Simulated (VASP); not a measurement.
# AlSi16 (a cell with a defect) in VASP: single point with PBE+D3(BJ)

Aim: the single point of AlSi16 (a cell with a defect) with PBE+D3(BJ).

All numbers are computed with VASP 6.6.1; they aren't measurements. Logs are shortened: lines on timing, memory, paths and dates and some standing lists are left out, and cuts for length are marked.

## (1) The cell of the first run

The cell holds a defect, 17 atoms: a = 7.679 Å, b = 7.679 Å, c = 7.679 Å, α = 60.00°, β = 60.00°, γ = 60.00°.

## (2) Single point, PBE+D3(BJ), collinear spin, ferromagnetic start

INCAR reads:

```
SYSTEM = AlSi16
ALGO = Normal ; EDIFF = 1E-6
ENCUT = 520 ; GGA = PE
ISIF = 2 ; ISMEAR = -1
ISPIN = 2 ; IVDW = 12
LASPH = .TRUE. ; LCHARG = .FALSE.
LORBIT = 11 ; LREAL = Auto
LWAVE = .FALSE. ; MAGMOM = 0 0 0 0 0 0 0 0 0 0 0 0 0 0 0 0 1
NBANDS = 52 ; NELM = 150
PREC = Accurate ; SIGMA = 0.05
```

KPOINTS reads:

```
k-points
0
G
  2 2 2
  0 0 0
```

POSCAR reads:

```
AlSi16
1.0
    0.0000000000      5.4300000000      5.4300000000
    5.4300000000      0.0000000000      5.4300000000
    5.4300000000      5.4300000000      0.0000000000
Si Al
16 1
Direct
    0.0045512435     -0.0001445762     -0.0094820354
    0.1436281557      0.1228012890      0.1107047995
    0.0056021915      0.0018804575      0.4905972869
    0.1267410708      0.1303473405      0.6157755931
    0.0045448622      0.5050204580     -0.0094876116
    0.1247928065      0.6254427811      0.1242561387
    0.0011233325      0.5016402599      0.4955425257
    0.1267354691      0.6270957210      0.6157670620
    0.5055985139      0.0056904161     -0.0169878875
    0.6223526323      0.1229578258      0.1109695650
    0.5015451465      0.0019321451      0.4907195303
    0.6262115170      0.1264627318      0.6208405129
    0.4991958739      0.5050857997     -0.0094160022
    0.6223365364      0.6437118062      0.1109454625
    0.5015381575      0.5057879253      0.4907092017
    0.6298251261      0.6271365710      0.6158670698
    0.7562979647      0.2560870483      0.2315533886
```

Potentials or basis: VASP PAW PBE potentials, release 64 (Si, Al).

On the command line:

```sh
> cat potpaw_PBE.64/Si/POTCAR potpaw_PBE.64/Al/POTCAR > POTCAR
> mpirun -np 1 vasp_std > vasp.out
```

OUTCAR:

```text
SYSTEM = AlSi16
   EDIFF = 1E-6
   ENCUT = 520
   GGA = PE
   ISIF = 2
   ISMEAR = -1
   ISPIN = 2
   IVDW = 12
   LASPH = .TRUE.
   LORBIT = 11
   LREAL = Auto
   NELM = 150
   PREC = Accurate
 IVDW          = 12

 ion  position               nearest neighbor table
   1  0.005  1.000  0.991-   6 2.35   4 2.35  10 2.40   2 2.40  17 2.70
   2  0.144  0.123  0.111-   9 2.27   3 2.38   1 2.40   5 2.40  17 2.43
   3  0.006  0.002  0.491-   4 2.35   8 2.35  12 2.38   2 2.38  17 2.76
   4  0.127  0.130  0.616-   7 2.33   1 2.35   3 2.35  11 2.35
   5  0.005  0.505  0.991-   6 2.35   8 2.35  14 2.40   2 2.40  17 2.70
   6  0.125  0.625  0.124-   7 2.33  13 2.35   1 2.35   5 2.35
   7  0.001  0.502  0.496-   6 2.33   8 2.33   4 2.33  16 2.33
   8  0.127  0.627  0.616-   7 2.33   5 2.35   3 2.35  15 2.35
   9  0.506  0.006  0.983-   2 2.27  14 2.27  10 2.27  12 2.27
  10  0.622  0.123  0.111-   9 2.27  11 2.38  13 2.40   1 2.40  17 2.43
  11  0.502  0.002  0.491-  16 2.35   4 2.35  12 2.38  10 2.38  17 2.76
  12  0.626  0.126  0.621-   9 2.27  11 2.38  15 2.38   3 2.38  17 2.44
  13  0.499  0.505  0.991-   6 2.35  16 2.35  10 2.40  14 2.40  17 2.71
  14  0.622  0.644  0.111-   9 2.27  15 2.38  13 2.40   5 2.40  17 2.43
  15  0.502  0.506  0.491-  16 2.35   8 2.35  12 2.38  14 2.38  17 2.76
  16  0.630  0.627  0.616-   7 2.33  13 2.35  15 2.35  11 2.35
  17  0.756  0.256  0.232-   2 2.43  14 2.43  10 2.43  12 2.44   5 2.70   1 2.70  13 2.71   3 2.76
                            15 2.76  11 2.76

  LATTYP: Found a face centered cubic cell.
 ALAT       =    10.8600000000

  Lattice vectors:

 A1 = (   0.0000000000,   5.4300000000,   5.4300000000)
 A2 = (   5.4300000000,   0.0000000000,   5.4300000000)
 A3 = (   5.4300000000,   5.4300000000,   0.0000000000)

Analysis of symmetry for initial positions (statically):
=====================================================================
 Subroutine PRICEL returns:
 Original cell was already a primitive cell.

 Routine SETGRP: Setting up the symmetry group for a
 face centered cubic supercell.

 Subroutine GETGRP returns: Found  1 space group operations
 (whereof  1 operations were pure point group operations)
 out of a pool of 48 trial point group operations.

The static configuration has the point symmetry C_1 .

Analysis of symmetry for dynamics (positions and initial velocities):
=====================================================================
 Subroutine PRICEL returns:
 Original cell was already a primitive cell.

 Routine SETGRP: Setting up the symmetry group for a
 face centered cubic supercell.

 Subroutine GETGRP returns: Found  1 space group operations
 (whereof  1 operations were pure point group operations)
 out of a pool of 48 trial point group operations.

The dynamic configuration has the point symmetry C_1 .

Analysis of structural, dynamic, and magnetic symmetry:
=====================================================================
 Subroutine PRICEL returns:
 Original cell was already a primitive cell.

 Routine SETGRP: Setting up the symmetry group for a
 face centered cubic supercell.

 Subroutine GETGRP returns: Found  1 space group operations
 (whereof  1 operations were pure point group operations)
 out of a pool of 48 trial point group operations.

The overall configuration has the point symmetry C_1 .

 Subroutine INISYM returns: Found  1 space group operations
 (whereof  1 operations are pure point group operations),
 and found     1 'primitive' translations

----------------------------------------------------------------------------------------

                                     Primitive cell

  volume of cell :     320.2060

  direct lattice vectors                    reciprocal lattice vectors
     0.000000000  5.430000000  5.430000000    -0.092081031  0.092081031  0.092081031
     5.430000000  0.000000000  5.430000000     0.092081031 -0.092081031  0.092081031
     5.430000000  5.430000000  0.000000000     0.092081031  0.092081031 -0.092081031

  length of vectors
     7.679179644  7.679179644  7.679179644     0.159489025  0.159489025  0.159489025

  position of ions in fractional coordinates (direct lattice)
     0.004551244  0.999855424  0.990517965
     0.143628156  0.122801289  0.110704799
     0.005602192  0.001880458  0.490597287
     0.126741071  0.130347341  0.615775593
[... 76 lines left out ...]
   NGX,Y,Z   is equivalent  to a cutoff of  12.99, 12.99, 12.99 a.u.
   NGXF,Y,Z  is equivalent  to a cutoff of  25.98, 25.98, 25.98 a.u.
 SYSTEM =  AlSi16
   PREC   = accura    normal or accurate (medium, high low for compatibility)
   ISTART =      0    job   : 0-new  1-cont  2-samecut
   ICHARG =      2    charge: 1-file 2-atom 10-const
   ISPIN  =      2    spin polarized calculation?
   LNONCOLLINEAR =      F non collinear calculations
   LSORBIT =      F    spin-orbit coupling
   LASPH  =      T    aspherical Exc in radial PAW
   ENCUT  =  520.0 eV  38.22 Ry    6.18 a.u.  14.28 14.28 14.28*2*pi/ulx,y,z
   NELM   =    150;   NELMIN=  2; NELMDL= -5     # of ELM steps
   EDIFF  = 0.1E-05   stopping-criterion for ELM
   LREAL  =      T    real-space projection
   EDIFFG = 0.1E-04   stopping-criterion for IOM
   NSW    =      0    number of steps for IOM
   IBRION =     -1    ionic relax: 0-MD 1-quasi-New 2-CG
   NFREE  =      0    steps in history (QN), initial steepest desc. (CG)
   ISIF   =      2    stress and relaxation
   ISYM   =      2    0-nonsym 1-usesym 2-fastsym
   POTIM  = 0.5000    time-step for ionic-motion
   TEBEG  =    0.0;   TEEND  =   0.0 temperature during run
   PSTRESS=    0.0 pullay stress
   NELECT =      67.0000    total number of electrons
   NUPDOWN=      -1.0000    fix difference up-down
   EMIN   =  10.00;   EMAX   =-10.00  energy-range for DOS
   EFERMI =   0.00;   METHOD = LEGACY
   ISMEAR =    -1;   SIGMA  =   0.05  broadening in eV -4-tet -1-fermi 0-gaus
   EFERMI_NEDOS =   21; number of points for ismear=-14 and -15
   IALGO  =     38    algorithm
   IMIX   =      4    mixing-type and parameters
     AMIX     =   0.40;   BMIX     =  1.00
     AMIX_MAG =   1.60;   BMIX_MAG =  1.00
  volume/ion in A,a.u.               =      18.84       127.11
  Fermi-wavevector in a.u.,A,eV,Ry     =   0.971904  1.836632 12.852022  0.944597
  Thomas-Fermi vector in A             =   2.102159
   LORBIT       =     11    0 simple, 1 ext, 2 COOP (PROOUT), +10 PAW based schemes
   GGA     = PE    functional components
   LHFCALC =     F    Hartree Fock is set to
   AEXX    =    0.0000 exact exchange contribution
   IVDW    =    12    specifies the selected vdW correction
   LEPSILON=     F    determine dielectric tensor
   LRPA    =     F    only Hartree local field effects (RPA)
 spin polarized calculation
  energy-cutoff  :      520.00
  volume of cell :      320.21
 maximum number of plane-waves:      8646
 NGX is ok and might be reduce to    60
   NGX = 29   NGY = 29   NGZ = 29

 number of electron      67.0000000 magnetization      -0.0000888

 number of electron      67.0000000 magnetization       0.0000549

 Free energy of the ion-electron system (eV)
  ---------------------------------------------------
  ext. energy  EPLUGINS =         0.00000000
  ---------------------------------------------------
  free energy    TOTEN  =       -86.70423465 eV

  energy without entropy =      -86.67587555  energy(sigma->0) =      -86.69005510

 E-fermi :   6.9011     XC(G=0):  -9.6572

 val. band max:        6.6935574109   @ k =   0.0000   0.0000   0.0000
 cond. band min:       6.9058130261   @ k =   0.0000   0.0000   0.0000
 fundamental gap:      0.2122556152
 Fermi energy:         6.9010562483

 spin component 1

 k-point     1 :       0.0000    0.0000    0.0000
  band No.  band energies     occupation
      1      -6.0053      1.00000
      2      -3.5528      1.00000
      3      -3.5378      1.00000
      4      -3.5372      1.00000
      5      -3.5346      1.00000
      6      -2.3935      1.00000
[... 373 lines left out ...]
     44      10.3334      0.00000
     45      10.4466      0.00000
 Fermi energy:         6.9010562483

 spin component 2

 k-point     1 :       0.0000    0.0000    0.0000
  band No.  band energies     occupation
      1      -6.0052      1.00000
      2      -3.5528      1.00000
      3      -3.5378      1.00000
      4      -3.5372      1.00000
      5      -3.5346      1.00000
      6      -2.3935      1.00000
[... 373 lines left out ...]
     44      10.3334      0.00000
     45      10.4466      0.00000
 [bands above 45 left out]

------------------------ aborting loop because EDIFF is reached ----------------------------------------

 Edisp (eV)   -5.60989

 E8    (eV) :    -2.3331

  FORCE on cell =-STRESS in cart. coord.  units (eV):
  Direction    XX          YY          ZZ          XY          YZ          ZX
  --------------------------------------------------------------------------------------
  -------------------------------------------------------------------------------------
  Total       4.93606     4.92494     4.93737     0.04814    -0.04921    -0.06213
  in kB      24.69801    24.64234    24.70453     0.24086    -0.24621    -0.31088
  external pressure =       24.68 kB  Pullay stress =        0.00 kB

 VOLUME and BASIS-vectors are now :
 -----------------------------------------------------------------------------
  energy-cutoff  :      520.00
  volume of cell :      320.21
      direct lattice vectors                 reciprocal lattice vectors
     0.000000000  5.430000000  5.430000000    -0.092081031  0.092081031  0.092081031
     5.430000000  0.000000000  5.430000000     0.092081031 -0.092081031  0.092081031
     5.430000000  5.430000000  0.000000000     0.092081031  0.092081031 -0.092081031

 POSITION                                       TOTAL-FORCE (eV/Angst)
 -----------------------------------------------------------------------------------
     10.80773      5.40323      5.45393         0.024661     -0.014219      0.013658
      1.26794      1.38103      1.44671        -0.013925     -0.022795      0.013471
      2.67415      2.69436      0.04063         0.003815      0.006063     -0.003710
      4.05145      4.03187      1.39599        -0.003688     -0.007381      0.007345
      8.12074      5.40316      2.76694        -0.013337     -0.014088     -0.023790
      4.07087      1.35234      4.07378        -0.005588     -0.001957      0.005943
[... 9 lines left out ...]
      6.74951      6.76411      6.82530        -0.007305     -0.004267      0.007518
      2.64789      5.36403      5.49725         0.034420      0.021391     -0.036208
 -----------------------------------------------------------------------------------
    total drift:                               -0.000596     -0.000486      0.000713

  FREE ENERGIE OF THE ION-ELECTRON SYSTEM (eV)
  ---------------------------------------------------
  free  energy   TOTEN  =       -92.3141246023 eV

  energy  without entropy=      -92.2857655032  energy(sigma->0) =      -92.29994505

 total charge

# of ion       s       p       d       tot
------------------------------------------
    1        0.743   0.928   0.000   1.671
    2        0.759   0.948   0.000   1.707
    3        0.743   0.931   0.000   1.674
    4        0.746   0.950   0.000   1.696
    5        0.743   0.928   0.000   1.671
    6        0.746   0.950   0.000   1.696
[... 9 lines left out ...]
   16        0.746   0.950   0.000   1.696
   17        0.507   0.336   0.000   0.843
--------------------------------------------------
tot         12.479  15.472   0.000  27.951

 magnetization (x)

# of ion       s       p       d       tot
------------------------------------------
    1       -0.000  -0.000   0.000  -0.000
    2       -0.000  -0.000   0.000  -0.000
    3        0.000  -0.000   0.000  -0.000
    4        0.000   0.000   0.000   0.000
    5       -0.000  -0.000   0.000  -0.000
    6        0.000   0.000   0.000   0.000
[... 9 lines left out ...]
   16        0.000   0.000   0.000   0.000
   17       -0.000   0.000   0.000  -0.000
--------------------------------------------------
tot          0.000   0.000   0.000   0.000
```

Wall time 5 min (1 thread of Intel Xeon 6975P-C (Granite Rapids), shared host); peak memory 0.7 GiB.

Results:

* Free energy: -92.3141 eV
* Pressure: 2.5 GPa
* Largest force: 0.054 eV/Å
* Net moment: 0.00 μB per cell
* Valence electrons inside the program's atomic spheres: Si 1.67, 1.71, 1.70, 1.75; Al 0.84
* Dispersion energy per atom: -0.330 eV

Forces in eV/Å, atoms in the order of the input:
```
Si   0.025 -0.014  0.014
Si  -0.014 -0.023  0.013
Si   0.004  0.006 -0.004
Si  -0.004 -0.007  0.007
Si  -0.013 -0.014 -0.024
Si  -0.006 -0.002  0.006
Si  -0.016 -0.016  0.016
Si  -0.007 -0.007  0.003
Si   0.017  0.018 -0.017
Si  -0.011 -0.012  0.029
Si   0.004  0.004 -0.008
Si   0.028  0.028 -0.028
Si  -0.014  0.031  0.014
Si  -0.028 -0.012  0.011
Si   0.008  0.004 -0.004
Si  -0.007 -0.004  0.008
Al   0.034  0.021 -0.036
```

Levels at points of the mesh, in eV from the Fermi level:
Spin up:
```csv
k point,band 31,band 32,band 33,band 34,band 35,band 36
"(0.00, 0.00, 0.00)",-0.76,-0.75,-0.75,-0.24,-0.21,-0.21
"(0.50, 0.00, 0.00)",-1.42,-1.41,-0.61,0.23,0.54,0.58
"(0.00, 0.50, 0.00)",-1.42,-1.41,-0.61,0.23,0.53,0.58
"(0.00, 0.00, 0.50)",-1.41,-1.41,-0.60,0.21,0.52,0.52
"(0.50, 0.50, 0.50)",-1.42,-1.41,-0.61,0.23,0.53,0.58
"(0.50, 0.50, 0.00)",-2.02,-1.90,-0.25,0.19,1.09,1.39
"(0.00, 0.50, 0.50)",-2.02,-1.90,-0.25,0.19,1.09,1.39
"(0.50, 0.00, 0.50)",-2.02,-1.90,-0.25,0.19,1.09,1.39
```
Spin down:
| k point | band 30 | band 31 | band 32 | band 33 | band 34 | band 35 | band 36 | band 37 |
| --- | --- | --- | --- | --- | --- | --- | --- | --- |
| (0.00, 0.00, 0.00) | -1.73 | -0.76 | -0.75 | -0.75 | -0.24 | -0.21 | -0.21 | 0.00 |
| (0.50, 0.00, 0.00) | -1.57 | -1.42 | -1.41 | -0.61 | 0.23 | 0.54 | 0.58 | 0.86 |
| (0.00, 0.50, 0.00) | -1.57 | -1.42 | -1.41 | -0.61 | 0.23 | 0.53 | 0.58 | 0.86 |
| (0.00, 0.00, 0.50) | -1.57 | -1.41 | -1.41 | -0.60 | 0.21 | 0.52 | 0.52 | 0.90 |
| (0.50, 0.50, 0.50) | -1.57 | -1.42 | -1.41 | -0.61 | 0.23 | 0.53 | 0.58 | 0.86 |
| (0.50, 0.50, 0.00) | -2.03 | -2.02 | -1.90 | -0.25 | 0.19 | 1.09 | 1.39 | 1.41 |
| (0.00, 0.50, 0.50) | -2.03 | -2.02 | -1.90 | -0.25 | 0.19 | 1.09 | 1.39 | 1.41 |
| (0.50, 0.00, 0.50) | -2.03 | -2.02 | -1.90 | -0.25 | 0.19 | 1.09 | 1.39 | 1.41 |

Caveat: the k points lie up to 0.50 Å⁻¹ apart.
